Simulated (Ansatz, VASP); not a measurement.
Two plane-wave programs on PbO

```
Pb O
1.0
     4.01642    0.00000    0.00000
     0.00000    4.01642    0.00000
     0.00000    0.00000    5.04318
Pb O
2 2
Direct
  0.50000 0.00000 0.76000
  0.00000 0.50000 0.24000
  0.50000 0.50000 0.00000
  0.00000 0.00000 0.00000
```

Alike in both runs: task single point; functional PBE; k mesh 7 × 7 × 6; occupations fermi-dirac, width 0.05 eV; non-collinear spin, spin-orbit coupling.

```csv
,VASP,Ansatz
version,VASP 6.6.1,Ansatz 0.2.0
potentials or method,"VASP PAW PBE potentials, release 64 (Pb_d, O)",Ansatz PAW
plane-wave cutoff (eV),600,420
valence electrons in the cell,40,40
```

VASP gave:

| Item | Value |
| --- | --- |
| pressure (GPa) | 1.2 |
| traceless stress, the component that is largest in VASP (GPa) | -0.42 |
| rms of the force components (eV/Å) | 0.080 |

Problem. Estimate Ansatz's values.

Solution. Pressure (GPa): 1.1; traceless stress, the component that is largest in VASP (GPa): -0.30; rms of the force components (eV/Å): 0.090.

Atom by atom the forces differ by 0.010 eV/Å (rms over components).

Noted on Ansatz's run: odd divisions of the mesh miss points on the zone boundary, where band edges often lie, so the gap on the mesh can be too wide.
